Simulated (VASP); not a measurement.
PbS:

```
Pb S
1.0
     2.06375   -5.86928    0.00000
     2.06375    5.86928    0.00000
     0.00000    0.00000    4.26044
Pb S
2 2
Direct
  0.87228 0.12772 0.75000
  0.12772 0.87228 0.25000
  0.64368 0.35632 0.75000
  0.35632 0.64368 0.25000
```

Program: VASP 6.6.1. Alike in all runs: task single point; no spin polarisation; cell as given; cutoff (eV) 520; smearing gaussian 0.01 eV.

Order these runs on this cell by their band gap on the k mesh, lowest first.
A. level LDA; potentials or basis VASP PAW LDA potentials, release 64 (Pb_d, S); k mesh 6 × 6 × 6
B. level r2SCAN; potentials or basis VASP PAW PBE potentials, release 64 (Pb_d, S); k mesh 6 × 6 × 6
C. level PBE; potentials or basis VASP PAW PBE potentials, release 64 (Pb_d, S); k mesh 4 × 4 × 4

A (1.03 eV), C (1.26 eV), B (1.43 eV).

Caveats: spin-orbit coupling is left out, which moves the levels of the heavy elements.

A k mesh can miss the band edges.
